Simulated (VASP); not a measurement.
# VH2 (Fm-3m) in VASP: notebook

VH2 is run at these levels: PBEsol; tasks: vibrations by perturbation theory.

All numbers are computed with VASP 6.6.1; they aren't measurements. Logs are shortened: lines on timing, memory, paths and dates and some standing lists are left out, and cuts for length are marked.

### 1 The cell of the first run

Symmetry: Fm-3m, No. 225, cubic system. The conventional cell has a = 4.102 Å, b = 4.102 Å, c = 4.102 Å, α = 90.00°, β = 90.00°, γ = 90.00°. V (site symmetry m-3m) has 8 H at 1.78 Å within 2.4 Å. Within 2.4 Å of H (site symmetry -43m) lie 4 V at 1.78 Å and 6 H at 2.05 Å.

### 2 Vibrations by perturbation theory, PBEsol

The input, INCAR:

```
SYSTEM = VH2
PREC = Accurate
ENCUT = 520
EDIFF = 1E-8
ISMEAR = -1
SIGMA = 0.15
LREAL = .FALSE.
LASPH = .TRUE.
NELM = 60
ALGO = Normal
ISIF = 2
LWAVE = .FALSE.
LCHARG = .FALSE.
GGA = PS
IBRION = 8
NSW = 1
```

The input, KPOINTS:

```
Automatic mesh
0
G
  18 18 18
  0 0 0
```

The input, POSCAR:

```
VH2
1.0
    0.0000000000      2.0509219156      2.0509219156
    2.0509219156      0.0000000000      2.0509219156
    2.0509219156      2.0509219156      0.0000000000
V H
1 2
Direct
    0.0000000000      0.0000000000      0.0000000000
    0.2500000000      0.2500000000      0.2500000000
    0.7500000000      0.7500000000      0.7500000000
```

Potentials or basis: VASP PAW PBE potentials, release 64 (V_sv, H).

Started as:

```sh
$ cat potpaw_PBE.64/V_sv/POTCAR potpaw_PBE.64/H/POTCAR > POTCAR
$ mpirun -np 1 vasp_std > vasp.out
```

OUTCAR:

```text
SYSTEM = VH2
   PREC = Accurate
   ENCUT = 520
   EDIFF = 1E-8
   ISMEAR = -1
   LREAL = .FALSE.
   LASPH = .TRUE.
   NELM = 60
   ISIF = 2
   GGA = PS
   IBRION = 8
   NSW = 1

 ion  position               nearest neighbor table
   1  0.000  0.000  0.000-   3 1.78   3 1.78   3 1.78   2 1.78   3 1.78   2 1.78   2 1.78   2 1.78

   2  0.250  0.250  0.250-   1 1.78   1 1.78   1 1.78   1 1.78
   3  0.750  0.750  0.750-   1 1.78   1 1.78   1 1.78   1 1.78

  LATTYP: Found a face centered cubic cell.
 ALAT       =     4.1018438312

  Lattice vectors:

 A1 = (   0.0000000000,   2.0509219156,   2.0509219156)
 A2 = (   2.0509219156,   0.0000000000,   2.0509219156)
 A3 = (   2.0509219156,   2.0509219156,   0.0000000000)

Analysis of symmetry for initial positions (statically):
=====================================================================
 Subroutine PRICEL returns:
 Original cell was already a primitive cell.

 Routine SETGRP: Setting up the symmetry group for a
 face centered cubic supercell.

 Subroutine GETGRP returns: Found 48 space group operations
 (whereof 48 operations were pure point group operations)
 out of a pool of 48 trial point group operations.

The static configuration has the point symmetry O_h .

Analysis of symmetry for dynamics (positions and initial velocities):
=====================================================================
 Subroutine PRICEL returns:
 Original cell was already a primitive cell.

 Routine SETGRP: Setting up the symmetry group for a
 face centered cubic supercell.

 Subroutine GETGRP returns: Found 48 space group operations
 (whereof 48 operations were pure point group operations)
 out of a pool of 48 trial point group operations.

The dynamic configuration has the point symmetry O_h .

 Subroutine INISYM returns: Found 48 space group operations
 (whereof 48 operations are pure point group operations),
 and found     1 'primitive' translations

----------------------------------------------------------------------------------------

                                     Primitive cell

  volume of cell :      17.2535

  direct lattice vectors                    reciprocal lattice vectors
     0.000000000  2.050921916  2.050921916    -0.243792802  0.243792802  0.243792802
     2.050921916  0.000000000  2.050921916     0.243792802 -0.243792802  0.243792802
     2.050921916  2.050921916  0.000000000     0.243792802  0.243792802 -0.243792802

  length of vectors
     2.900441588  2.900441588  2.900441588     0.422261519  0.422261519  0.422261519

  position of ions in fractional coordinates (direct lattice)
     0.000000000  0.000000000  0.000000000
     0.250000000  0.250000000  0.250000000
     0.750000000  0.750000000  0.750000000

  ion indices of the primitive-cell ions
   primitive index   ion index
                 1           1
                 2           2
                 3           3

----------------------------------------------------------------------------------------

 KPOINTS: Automatic mesh

Automatic generation of k-mesh.
 Grid dimensions read from file:
 generate k-points for:   18   18   18

 Generating k-lattice:

  Cartesian coordinates                     Fractional coordinates (reciprocal lattice)
    -0.013544045  0.013544045  0.013544045     0.055555556  0.000000000  0.000000000
     0.013544045 -0.013544045  0.013544045     0.000000000  0.055555556  0.000000000
     0.013544045  0.013544045 -0.013544045     0.000000000  0.000000000  0.055555556

  Length of vectors
     0.023458973  0.023458973  0.023458973

  Shift w.r.t. Gamma in fractional coordinates (k-lattice)
     0.000000000  0.000000000  0.000000000

 Subroutine IBZKPT returns following result:
 ===========================================

 Found    195 irreducible k-points:

 Following reciprocal coordinates:
            Coordinates               Weight
  0.000000  0.000000  0.000000      1.000000
  0.055556  0.000000  0.000000      8.000000
  0.111111  0.000000  0.000000      8.000000
[... 50 lines left out ...]
   PSTRESS=    0.0 pullay stress
   NELECT =      15.0000    total number of electrons
   NUPDOWN=      -1.0000    fix difference up-down
   EMIN   =  10.00;   EMAX   =-10.00  energy-range for DOS
   EFERMI =   0.00;   METHOD = LEGACY
   ISMEAR =    -1;   SIGMA  =   0.15  broadening in eV -4-tet -1-fermi 0-gaus
   EFERMI_NEDOS =   21; number of points for ismear=-14 and -15
   IALGO  =     38    algorithm
   IMIX   =      4    mixing-type and parameters
     AMIX     =   0.40;   BMIX     =  1.00
     AMIX_MAG =   1.60;   BMIX_MAG =  1.00
  volume/ion in A,a.u.               =       5.75        38.81
  Fermi-wavevector in a.u.,A,eV,Ry     =   1.562474  2.952648 33.216242  2.441325
  Thomas-Fermi vector in A             =   2.665387
   LORBIT       =      0    0 simple, 1 ext, 2 COOP (PROOUT), +10 PAW based schemes
   GGA     = PS    functional components
   LHFCALC =     F    Hartree Fock is set to
   AEXX    =    0.0000 exact exchange contribution
   IVDW    =     0    specifies the selected vdW correction
   LEPSILON=     F    determine dielectric tensor
   LRPA    =     F    only Hartree local field effects (RPA)
 non-spin polarized calculation
  energy-cutoff  :      520.00
  volume of cell :       17.25
 maximum number of plane-waves:       483
 NGX is ok and might be reduce to    24
   NGX = 11   NGY = 11   NGZ = 11

--------------------------------------- Ionic step        1  -------------------------------------------

 number of electron      15.0000006 magnetization

 Free energy of the ion-electron system (eV)
  ---------------------------------------------------
  ext. energy  EPLUGINS =         0.00000000
  ---------------------------------------------------
  free energy    TOTEN  =       -17.10668814 eV

  energy without entropy =      -17.00610541  energy(sigma->0) =      -17.05639677

 E-fermi :   9.2836     XC(G=0): -12.9055

 val. band max:        9.2776765188   @ k =   0.2778   0.2222   0.0000
 cond. band min:       9.2912310776   @ k =  -0.2778   0.2222   0.0000
 fundamental gap:      0.0135545588
 Fermi energy:         9.2836225060

 k-point     1 :       0.0000    0.0000    0.0000
  band No.  band energies     occupation
      1     -54.9241      2.00000
      2     -28.6640      2.00000
      3     -28.6640      2.00000
      4     -28.6640      2.00000
      5      -2.7382      2.00000
      6       8.2109      1.99843
      7       8.2109      1.99843
      8       8.2109      1.99843
      9      10.1930      0.00465
     10      10.1930      0.00465
     11      10.7104      0.00015
[... 309 lines left out ...]
 k-point    24 :      -0.2222    0.0556    0.0000
  band No.  band energies     occupation
      1     -54.8838      2.00000
      2     -28.9118      2.00000
      3     -28.7103      2.00000
      4     -28.6896      2.00000
      5      -1.1270      2.00000
      6       4.9446      2.00000
      7       8.5341      1.98657
      8       8.6386      1.97324
      9       9.9367      0.02538
     10      10.3664      0.00147
     11      14.5797      0.00000

 [... further k-points ...]

------------------------ aborting loop because EDIFF is reached ----------------------------------------

  FORCE on cell =-STRESS in cart. coord.  units (eV):
  Direction    XX          YY          ZZ          XY          YZ          ZX
  --------------------------------------------------------------------------------------
  -------------------------------------------------------------------------------------
  Total        1.0934851      1.0934851      1.0934851      0.0000000     -0.0000000      0.0000000
  in kB      101.5420822    101.5420822    101.5420822      0.0000000     -0.0000000      0.0000000
  external PRESSURE =     101.5420822 kB  Pullay stress =       0.0000000 kB

 VOLUME and BASIS-vectors are now :
 -----------------------------------------------------------------------------
  energy-cutoff  :      520.00
  volume of cell :       17.25
      direct lattice vectors                 reciprocal lattice vectors
     0.000000000  2.050921916  2.050921916    -0.243792802  0.243792802  0.243792802
     2.050921916  0.000000000  2.050921916     0.243792802 -0.243792802  0.243792802
     2.050921916  2.050921916  0.000000000     0.243792802  0.243792802 -0.243792802

 POSITION                                       TOTAL-FORCE (eV/Angst)
 -----------------------------------------------------------------------------------
      0.00000      0.00000      0.00000        -0.000000     -0.000000     -0.000000
      1.02546      1.02546      1.02546        -0.000000      0.000000     -0.000000
      3.07638      3.07638      3.07638         0.000000     -0.000000      0.000000
 -----------------------------------------------------------------------------------
    total drift:                               -0.000000      0.000000      0.000000

  FREE ENERGIE OF THE ION-ELECTRON SYSTEM (eV)
  ---------------------------------------------------
  free  energy   TOTEN  =       -17.1066881382 eV

  energy  without entropy=      -17.0061054066  energy(sigma->0) =      -17.05639677

[... ionic steps 2 to 3 ...]

--------------------------------------- Ionic step        4  -------------------------------------------

------------------------ aborting loop because EDIFF is reached ----------------------------------------

[... ionic steps 5 to 6 ...]

--------------------------------------- Ionic step        7  -------------------------------------------

 Free energy of the ion-electron system (eV)
  ---------------------------------------------------
  ---------------------------------------------------
  free energy    TOTEN  =        -0.01732699 eV

  energy without entropy =       -0.01732699

------------------------ aborting loop because EDIFF is reached ----------------------------------------

 INTERNAL STRAIN TENSOR  FOR ION    2  DIRECTION 1   (eV/Angst):
 -----------------------------------------------------------------------------
    -0.00100  0.00000  0.00000
     0.00000  0.00039 -5.70130
     0.00000 -5.70130  0.00039

 INTERNAL STRAIN TENSOR FOR ION    3 for displacements in x,y,z  (eV/Angst):
          X           Y           Z          XY          YZ          ZX
  --------------------------------------------------------------------------------
  x     0.00000    -0.00000    -0.00000     0.00000     5.70130     0.00000
  y    -0.00000     0.00000    -0.00000     0.00000     0.00000     5.70130
  z    -0.00000    -0.00000     0.00000     5.70130     0.00000     0.00000

 SECOND DERIVATIVES (NOT SYMMETRIZED)
 ------------------------------------
               1X          1Y          1Z          2X          2Y          2Z          3X          3Y          3Z
  1X   -11.766952    0.000000    0.000000    5.883476    0.000000    0.000000    5.883476    0.000000    0.000000
  1Y     0.000000  -11.766952    0.000000    0.000000    5.883476    0.000000    0.000000    5.883476    0.000000
  1Z     0.000000    0.000000  -11.766952    0.000000    0.000000    5.883476    0.000000    0.000000    5.883476
  2X     5.873430    0.000000    0.000000   -6.856808    0.000000    0.000000    0.983378    0.000000    0.000000
  2Y     0.000000    5.873430    0.000000    0.000000   -6.856808    0.000000    0.000000    0.983378   -0.000000
  2Z     0.000000    0.000000    5.873430    0.000000    0.000000   -6.856808    0.000000   -0.000000    0.983378
  3X     5.873430    0.000000    0.000000    0.983378    0.000000    0.000000   -6.856808    0.000000    0.000000
  3Y     0.000000    5.873430    0.000000    0.000000    0.983378   -0.000000    0.000000   -6.856808    0.000000
  3Z     0.000000    0.000000    5.873430    0.000000   -0.000000    0.983378    0.000000    0.000000   -6.856808

 Eigenvectors and eigenvalues of the dynamical matrix
 ----------------------------------------------------

   1 f  =   43.773767 THz   275.038687 2PiTHz 1460.135682 cm-1   181.033670 meV
             X         Y         Z           dx          dy          dz
      0.000000  0.000000  0.000000     0.000000    0.000000    0.000000
      1.025461  1.025461  1.025461     0.703136    0.074833   -0.000000
      3.076383  3.076383  3.076383    -0.703136   -0.074833    0.000000
[... 43 lines left out ...]
   9 f/i=    0.006298 THz     0.039569 2PiTHz    0.210066 cm-1     0.026045 meV
             X         Y         Z           dx          dy          dz
      0.000000  0.000000  0.000000     0.978949    0.061795    0.000810
      1.025461  1.025461  1.025461     0.137277    0.008665    0.000114
      3.076383  3.076383  3.076383     0.137277    0.008665    0.000114

--------------------------------------------------------------------------------------------------------

 ELASTIC MODULI CONTR FROM IONIC RELAXATION (kBar)
 Direction    XX          YY          ZZ          XY          YZ          ZX
 --------------------------------------------------------------------------------
 XX          -0.0000     -0.0000     -0.0000      0.0000      0.0000      0.0000
 YY          -0.0000     -0.0000     -0.0000      0.0000      0.0000     -0.0000
 ZZ          -0.0000     -0.0000     -0.0000      0.0000      0.0000      0.0000
 XY           0.0000      0.0000      0.0000   -769.9905     -0.0000      0.0000
 YZ           0.0000      0.0000      0.0000     -0.0000   -769.9905      0.0000
 ZX           0.0000      0.0000      0.0000      0.0000     -0.0000   -769.9905
 --------------------------------------------------------------------------------
```

Run time: 2.3 min. Hardware: 1 thread of Intel Xeon 6975P-C (Granite Rapids), shared host; peak memory 0.47 GiB.

Results:

```yaml
Highest_phonon_frequency_at_Γ: 1460 cm⁻¹
```

Phonon frequencies in cm⁻¹ (negative: imaginary):
```tsv
q point	frequencies
(0.000, 0.000, 0.000)	0 0 0 1288 1288 1288 1460 1460 1460
```

Caveat: the cell stands under pressure or tension, which shifts response properties; the PAW data sets were made with another functional, which shifts forces and pressure a little.

[end of part 1 of 2]
